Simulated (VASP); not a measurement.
# B in VASP: further runs

Aim: see how the results for B move with the level of theory and the settings. Levels: PBE0, LDA, PBEsol-based global hybrid. Tasks: single point.

All numbers are computed with VASP 6.6.1; they aren't measurements. Logs are shortened: lines on timing, memory, paths and dates and some standing lists are left out, and cuts for length are marked.

## 1. The cell of the first run

It takes space group Pmmn (No. 59, orthorhombic). Conventional cell: a = 1.625 Å, b = 2.866 Å, c = 3.914 Å, α = 90.00°, β = 90.00°, γ = 90.00°. Within 2.2 Å of B (site symmetry mm2) lie 6 B at 1.62 to 1.86 Å.

## 2. Single point, PBE0

Input file POSCAR:

```
B
1.0
    1.6245600000      0.0000000000      0.0000000000
    0.0000000000      2.8661500000      0.0000000000
    0.0000000000      0.0000000000      3.9144000000
B
2
Direct
    0.0000000000      0.5000000000      0.6092600000
    0.5000000000      0.0000000000      0.3907400000
```

Input file INCAR.step1:

```
SYSTEM = B
  ALGO = Normal
  EDIFF = 1E-5
  ENCUT = 520
  GGA = PE
  ISIF = 2
  ISMEAR = -1
  LASPH = .TRUE.
  LREAL = .FALSE.
  LWAVE = .TRUE.
  NBANDS = 10
  NELM = 100
  PREC = Accurate
  SIGMA = 0.1
```

Input file INCAR.step2:

```
SYSTEM = B
  AEXX = 0.25
  ALGO = Normal
  EDIFF = 1E-6
  ENCUT = 520
  GGA = PE
  ISIF = 2
  ISMEAR = -1
  ISTART = 1
  LASPH = .TRUE.
  LCHARG = .TRUE.
  LELF = .TRUE.
  LHFCALC = .TRUE.
  LREAL = .FALSE.
  LVHAR = .TRUE.
  LWAVE = .FALSE.
  NBANDS = 10
  NELM = 100
  PREC = Accurate
  PRECFOCK = Normal
  SIGMA = 0.1
```

Input file KPOINTS:

```
k-points
0
G
  8 5 4
  0 0 0
```

Potentials or basis: VASP PAW PBE potentials, release 64 (B).

Command:

```console
$ cat potpaw_PBE.64/B/POTCAR > POTCAR
$ cp INCAR.step1 INCAR
$ mpirun -np 1 vasp_std > vasp.out
$ cp INCAR.step2 INCAR
$ mpirun -np 1 vasp_std > vasp.out
```

OUTCAR:

```text
SYSTEM = B
   AEXX = 0.25
   EDIFF = 1E-6
   ENCUT = 520
   GGA = PE
   ISIF = 2
   ISMEAR = -1
   ISTART = 1
   LASPH = .TRUE.
   LHFCALC = .TRUE.
   LREAL = .FALSE.
   NELM = 100
   PREC = Accurate
   PRECFOCK = Normal

 ion  position               nearest neighbor table
   1  0.000  0.500  0.609-   2 1.86   2 1.86   2 1.86   2 1.86
   2  0.500  0.000  0.391-   1 1.86   1 1.86   1 1.86   1 1.86

  LATTYP: Found a simple orthorhombic cell.
 ALAT       =     1.6245600000
 B/A-ratio  =     1.7642623233
 C/A-ratio  =     2.4095139607

  Lattice vectors:

 A1 = (   1.6245600000,   0.0000000000,   0.0000000000)
 A2 = (   0.0000000000,   2.8661500000,   0.0000000000)
 A3 = (   0.0000000000,   0.0000000000,   3.9144000000)

Analysis of symmetry for initial positions (statically):
=====================================================================
 Subroutine PRICEL returns:
 Original cell was already a primitive cell.

 Routine SETGRP: Setting up the symmetry group for a
 simple orthorhombic supercell.

 Subroutine GETGRP returns: Found  8 space group operations
 (whereof  4 operations were pure point group operations)
 out of a pool of  8 trial point group operations.

The static configuration has the point symmetry C_2v.
 The point group associated with its full space group is D_2h.

Analysis of symmetry for dynamics (positions and initial velocities):
=====================================================================
 Subroutine PRICEL returns:
 Original cell was already a primitive cell.

 Routine SETGRP: Setting up the symmetry group for a
 simple orthorhombic supercell.

 Subroutine GETGRP returns: Found  8 space group operations
 (whereof  4 operations were pure point group operations)
 out of a pool of  8 trial point group operations.

The dynamic configuration has the point symmetry C_2v.
 The point group associated with its full space group is D_2h.

 Subroutine INISYM returns: Found  8 space group operations
 (whereof  4 operations are pure point group operations),
 and found     1 'primitive' translations

----------------------------------------------------------------------------------------

                                     Primitive cell

  volume of cell :      18.2264

  direct lattice vectors                    reciprocal lattice vectors
     1.624560000  0.000000000  0.000000000     0.615551288  0.000000000  0.000000000
     0.000000000  2.866150000  0.000000000     0.000000000  0.348900092  0.000000000
     0.000000000  0.000000000  3.914400000     0.000000000  0.000000000  0.255466994

  length of vectors
     1.624560000  2.866150000  3.914400000     0.615551288  0.348900092  0.255466994

  position of ions in fractional coordinates (direct lattice)
     0.000000000  0.500000000  0.609260000
     0.500000000  0.000000000  0.390740000

  ion indices of the primitive-cell ions
   primitive index   ion index
                 1           1
                 2           2

----------------------------------------------------------------------------------------

 KPOINTS: k-points

Automatic generation of k-mesh.
 Grid dimensions read from file:
 generate k-points for:    8    5    4

 Generating k-lattice:

  Cartesian coordinates                     Fractional coordinates (reciprocal lattice)
     0.076943911  0.000000000  0.000000000     0.125000000  0.000000000  0.000000000
     0.000000000  0.069780018  0.000000000     0.000000000  0.200000000  0.000000000
     0.000000000  0.000000000  0.063866748     0.000000000  0.000000000  0.250000000

  Length of vectors
     0.076943911  0.069780018  0.063866748

  Shift w.r.t. Gamma in fractional coordinates (k-lattice)
     0.000000000  0.000000000  0.000000000

 Subroutine IBZKPT returns following result:
 ===========================================

 Found     45 irreducible k-points:

 Following reciprocal coordinates:
            Coordinates               Weight
  0.000000  0.000000  0.000000      1.000000
  0.125000  0.000000  0.000000      2.000000
  0.250000  0.000000  0.000000      2.000000
  0.375000  0.000000  0.000000      2.000000
  0.500000  0.000000  0.000000      1.000000
  0.000000  0.200000  0.000000      2.000000
[... 16 lines left out ...]
  0.250000  0.200000  0.250000      8.000000
  0.375000  0.200000  0.250000      8.000000
 [... further k-points ...]
   k-points           NKPTS =     45   k-points in BZ     NKDIM =    160   number of bands    NBANDS=     10
   number of dos      NEDOS =    301   number of ions     NIONS =      2
   total plane-waves  NPLWV =   8640
   dimension x,y,z NGX =    12 NGY =   24 NGZ =   30
   dimension x,y,z NGXF=    24 NGYF=   48 NGZF=   60
   ions per type =               2
   NGX,Y,Z   is equivalent  to a cutoff of  12.28, 13.92, 12.74 a.u.
   NGXF,Y,Z  is equivalent  to a cutoff of  24.56, 27.84, 25.48 a.u.
 SYSTEM =  B
   PREC   = accura    normal or accurate (medium, high low for compatibility)
   ISTART =      1    job   : 0-new  1-cont  2-samecut
   ICHARG =      0    charge: 1-file 2-atom 10-const
   ISPIN  =      1    spin polarized calculation?
   LNONCOLLINEAR =      F non collinear calculations
   LSORBIT =      F    spin-orbit coupling
   LASPH  =      T    aspherical Exc in radial PAW
   ENCUT  =  520.0 eV  38.22 Ry    6.18 a.u.   3.02  5.33  7.28*2*pi/ulx,y,z
   NELM   =    100;   NELMIN=  2; NELMDL=  0     # of ELM steps
   EDIFF  = 0.1E-05   stopping-criterion for ELM
   LREAL  =      F    real-space projection
   EDIFFG = 0.1E-04   stopping-criterion for IOM
   NSW    =      0    number of steps for IOM
   IBRION =     -1    ionic relax: 0-MD 1-quasi-New 2-CG
   NFREE  =      0    steps in history (QN), initial steepest desc. (CG)
   ISIF   =      2    stress and relaxation
   ISYM   =      3    0-nonsym 1-usesym 2-fastsym
   POTIM  = 0.5000    time-step for ionic-motion
   TEBEG  =    0.0;   TEEND  =   0.0 temperature during run
   PSTRESS=    0.0 pullay stress
   NELECT =       6.0000    total number of electrons
   NUPDOWN=      -1.0000    fix difference up-down
   EMIN   =  10.00;   EMAX   =-10.00  energy-range for DOS
   EFERMI =   0.00;   METHOD = LEGACY
   ISMEAR =    -1;   SIGMA  =   0.10  broadening in eV -4-tet -1-fermi 0-gaus
   EFERMI_NEDOS =   21; number of points for ismear=-14 and -15
   IALGO  =     38    algorithm
   IMIX   =      1    mixing-type and parameters
     AMIX     =   0.40;   BMIX     =  1.00
     AMIX_MAG =   1.60;   BMIX_MAG =  1.00
  volume/ion in A,a.u.               =       9.11        61.50
  Fermi-wavevector in a.u.,A,eV,Ry     =   1.130382  2.136113 17.385032  1.277764
  Thomas-Fermi vector in A             =   2.267078
   LORBIT       =      0    0 simple, 1 ext, 2 COOP (PROOUT), +10 PAW based schemes
   GGA     = PE    functional components
   LHFCALC =     T    Hartree Fock is set to
   PRECFOCK=normal    Normal, Fast or Accurate (Low or Medium for compatibility)
   ENCUT4O =  -1.0   cutoff for four orbital integrals eV
   NKREDX  =     1    reduce k-point grid by
   NKREDY  =     1    reduce k-point grid by
   NKREDZ  =     1    reduce k-point grid by
   AEXX    =    0.2500 exact exchange contribution
   HFSCREEN=    0.0000 screening length (either q_TF or 0.3 A-1)
   HFSCREENC=   0.0000 screening length for correlation (either q_TF or 0.3 A-1)
   ENCUTFOCK=  -1.0 apply spherical cutoff to Coloumb kernel
   IVDW    =     0    specifies the selected vdW correction
   LEPSILON=     F    determine dielectric tensor
   LRPA    =     F    only Hartree local field effects (RPA)
 non-spin polarized calculation
  energy-cutoff  :      520.00
  volume of cell :       18.23
 maximum number of plane-waves:       504
  NGX = 10; NGY = 18; NGZ = 24

 number of electron       6.0000000 magnetization

 Free energy of the ion-electron system (eV)
  ---------------------------------------------------
  ext. energy  EPLUGINS =         0.00000000
  ---------------------------------------------------
  free energy    TOTEN  =       -14.33940156 eV

  energy without entropy =      -14.33110593  energy(sigma->0) =      -14.33525375

 E-fermi :   4.7585     XC(G=0):  -8.1504

 val. band max:        4.2387952443   @ k =   0.3750   0.2000   0.5000
 cond. band min:       4.8247077371   @ k =   0.2500   0.4000   0.2500
 fundamental gap:      0.5859124928
 Fermi energy:         4.7584771667

 k-point     1 :       0.0000    0.0000    0.0000
  band No.  band energies     occupation
      1     -14.3533      2.00000
      2      -3.0082      2.00000
      3      -2.2466      2.00000
      4       1.0593      2.00000
      5       8.1415      0.00000
      6      13.9332      0.00000
      7      16.9848      0.00000
      8      21.8953      0.00000
      9      23.8857      0.00000
     10      28.6010      0.00000

 k-point     2 :       0.1250    0.0000    0.0000
  band No.  band energies     occupation
      1     -13.6535      2.00000
      2      -2.2575      2.00000
      3      -1.2831      2.00000
      4       2.1862      2.00000
      5       8.2934      0.00000
      6      14.7253      0.00000
      7      17.3840      0.00000
      8      22.0135      0.00000
      9      24.6591      0.00000
     10      24.7929      0.00000

 k-point     3 :       0.2500    0.0000    0.0000
  band No.  band energies     occupation
      1     -11.5905      2.00000
      2      -0.5101      2.00000
      3       1.6666      2.00000
      4       5.8839      0.00003
      5       8.4037      0.00000
      6      16.8322      0.00000
      7      18.0070      0.00000
      8      18.1518      0.00000
      9      25.0506      0.00000
     10      25.2807      0.00000
[... 248 lines left out ...]
 k-point    23 :       0.2500    0.2000    0.2500
  band No.  band energies     occupation
      1     -10.8755      2.00000
      2      -2.3260      2.00000
      3      -0.1718      2.00000
      4       7.4411      0.00000
      5      11.6322      0.00000
      6      14.0435      0.00000
      7      18.7911      0.00000
      8      20.4557      0.00000
      9      22.0784      0.00000
     10      23.8298      0.00000

 k-point    24 :       0.3750    0.2000    0.2500
  band No.  band energies     occupation
      1      -7.6571      2.00000
      2      -1.3201      2.00000
      3       5.2575      0.01352
      4       9.9158      0.00000
      5      11.9647      0.00000
      6      15.1309      0.00000
      7      17.2134      0.00000
      8      17.9658      0.00000
      9      21.9097      0.00000
     10      24.9711      0.00000

 [... further k-points ...]
[... 5 lines left out ...]
  --------------------------------------------------------------------------------------
  -------------------------------------------------------------------------------------
  Total       -1.1147598      0.1756104      0.2840653      0.0000000      0.0000000      0.0000000
  in kB      -97.9923093     15.4369261     24.9705926      0.0000000      0.0000000      0.0000000
  external PRESSURE =     -19.1949302 kB  Pullay stress =       0.0000000 kB

 VOLUME and BASIS-vectors are now :
 -----------------------------------------------------------------------------
  energy-cutoff  :      520.00
  volume of cell :       18.23
      direct lattice vectors                 reciprocal lattice vectors
     1.624560000  0.000000000  0.000000000     0.615551288  0.000000000  0.000000000
     0.000000000  2.866150000  0.000000000     0.000000000  0.348900092  0.000000000
     0.000000000  0.000000000  3.914400000     0.000000000  0.000000000  0.255466994

 POSITION                                       TOTAL-FORCE (eV/Angst)
 -----------------------------------------------------------------------------------
      0.00000      1.43308      2.38489         0.000000      0.000000      0.282377
      0.81228      0.00000      1.52951         0.000000      0.000000     -0.282377
 -----------------------------------------------------------------------------------
    total drift:                                0.000000      0.000000     -0.000000

  FREE ENERGIE OF THE ION-ELECTRON SYSTEM (eV)
  ---------------------------------------------------
  free  energy   TOTEN  =       -14.3394015582 eV

  energy  without entropy=      -14.3311059332  energy(sigma->0) =      -14.33525375
```

Wall time 9.1 min (1 thread of AMD EPYC 7R13, shared host); peak memory 0.1 GiB.

Results:

```
Free energy            : -14.3394 eV
Pressure               : -1.9 GPa
Largest force          : 0.282 eV/Å
Band gap on the k mesh : zero (band 3 reaches 12.16 eV, above the bottom of band 4 at 0.24 eV)
```

Forces on the atoms (eV/Å):
```
B    0.000  0.000  0.282
B    0.000  0.000 -0.282
```

Stress tensor (GPa, compression positive):
```
-9.80  0.00  0.00
 0.00  1.54  0.00
 0.00  0.00  2.50
```

Caveat: the k points lie up to 0.48 Å⁻¹ apart; the PAW data sets were made with another functional, which shifts forces and pressure a little; this functional lacks dispersion, which binds the layers, so the pressure and a relaxed spacing across them are unreliable.

(Part 1 of 2 ends here.)
